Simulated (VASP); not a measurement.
Set up this calculation in VASP 6.6.1, as the native input.

```yaml
Task: single point
Functional: r2SCAN
Potentials_or_basis: VASP PAW PBE potentials, release 64 (Ge_d)
Cutoff: 520 eV
k_mesh: 6 × 6 × 6
Occupations: gaussian, width 0.1 eV
Spin: no spin polarisation
Dipole_correction: no
Further_INCAR_settings: ALGO = Normal; EDIFF = 1e-07; NBANDS = 28
```

Ge:

```
CELL_PARAMETERS angstrom
1.56342 0.90264 7.26892
-1.56342 0.90264 7.26892
0.00000 -1.80528 7.26892
ATOMIC_POSITIONS crystal
Ge 0.00000 0.00000 0.00000
Ge 0.23890 0.23890 0.23890
Ge 0.76110 0.76110 0.76110
```

The input as run:

POSCAR

```
Ge
1.0
    1.5634208183      0.9026414303      7.2689169150
   -1.5634208183      0.9026414303      7.2689169150
    0.0000000000     -1.8052828606      7.2689169150
Ge
3
Direct
    0.0000000000      0.0000000000      0.0000000000
    0.2389041413      0.2389041413      0.2389041413
    0.7610958587      0.7610958587      0.7610958587
```

INCAR.step1

```
SYSTEM = Ge
ALGO     = Normal         ! electronic algorithm
EDIFF    = 1E-4           ! SCF threshold, eV
ENCUT    = 520            ! plane-wave cutoff, eV
GGA      = PE             ! functional
ISMEAR   = 0              ! smearing method
LASPH    = .TRUE.         ! aspherical terms in the spheres
LCHARG   = .FALSE.        ! write CHGCAR
LREAL    = .FALSE.        ! projectors in reciprocal space
LWAVE    = .TRUE.         ! write WAVECAR
NBANDS   = 28             ! bands
NELM     = 100            ! most SCF steps
PREC     = Accurate       ! precision mode
SIGMA    = 0.1            ! smearing width, eV
```

INCAR.step2

```
SYSTEM = Ge
ALGO     = Normal         ! electronic algorithm
EDIFF    = 1E-7           ! SCF threshold, eV
ENCUT    = 520            ! plane-wave cutoff, eV
ISIF     = 2              ! what is computed and relaxed
ISMEAR   = 0              ! smearing method
ISTART   = 1            
LASPH    = .TRUE.         ! aspherical terms in the spheres
LCHARG   = .TRUE.         ! write CHGCAR
LELF     = .TRUE.         ! ELF
LMIXTAU  = .TRUE.       
LREAL    = .FALSE.        ! projectors in reciprocal space
LVHAR    = .TRUE.       
LWAVE    = .FALSE.        ! write WAVECAR
METAGGA  = R2SCAN         ! meta-GGA
NBANDS   = 28             ! bands
NELM     = 100            ! most SCF steps
PREC     = Accurate       ! precision mode
SIGMA    = 0.1            ! smearing width, eV
```

KPOINTS

```
k-points
0
G
  6 6 6
  0 0 0
```

Potentials or basis: VASP PAW PBE potentials, release 64 (Ge_d).

Command:

```sh
$ cat potpaw_PBE.64/Ge_d/POTCAR > POTCAR
$ cp INCAR.step1 INCAR
$ mpirun -np 1 vasp_std > vasp.out
$ cp INCAR.step2 INCAR
$ mpirun -np 1 vasp_std > vasp.out
```

Results of the run:

```json
{
  "Pressure": "-0.2 GPa",
  "Largest force": "0.009 eV/Å",
  "Band gap on the k mesh": "zero (bands 21 and 22 overlap by 6.80 eV)"
}
```

Caveat: the k points lie up to 0.39 Å⁻¹ apart, too coarse for converged energies and pressures of a metal; the PAW data sets were made with another functional, which shifts forces and pressure a little.

Wall time 19 min on 1 thread of Intel(R) Xeon(R) Platinum 8488C (Sapphire Rapids) (shared host), peak memory 0.44 GiB.
